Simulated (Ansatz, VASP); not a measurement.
# Te in VASP and in Ansatz

```
Te
1.0
     4.49854    0.00000    0.00000
    -2.24927    3.89585    0.00000
     0.00000    0.00000    5.92400
Te
3
Direct
  0.73100 0.73100 0.00000
  0.00000 0.26900 0.66667
  0.26900 0.00000 0.33333
```

Alike in both runs: task relaxation of the atoms; functional PBE; k mesh 6 × 6 × 4; occupations fermi-dirac, width 0.05 eV; no spin polarisation.

```csv
,VASP,Ansatz
version,VASP 6.6.1,Ansatz 0.2.0
potentials or method,"VASP PAW PBE potentials, release 64 (Te)",Ansatz PAW
plane-wave cutoff (eV),520,420
valence electrons in the cell,18,48
```

|  | VASP | Ansatz | Ansatz less VASP |
| --- | --- | --- | --- |
| gap on the k mesh at the Fermi level, each at its own relaxed structure (eV) | 0.22 | 0.24 | +0.019 |

VASP's potentials hold 18 valence electrons a cell and Ansatz's 48, so a difference there can come from the potentials and not from the codes.

Neither program's run includes spin-orbit coupling.
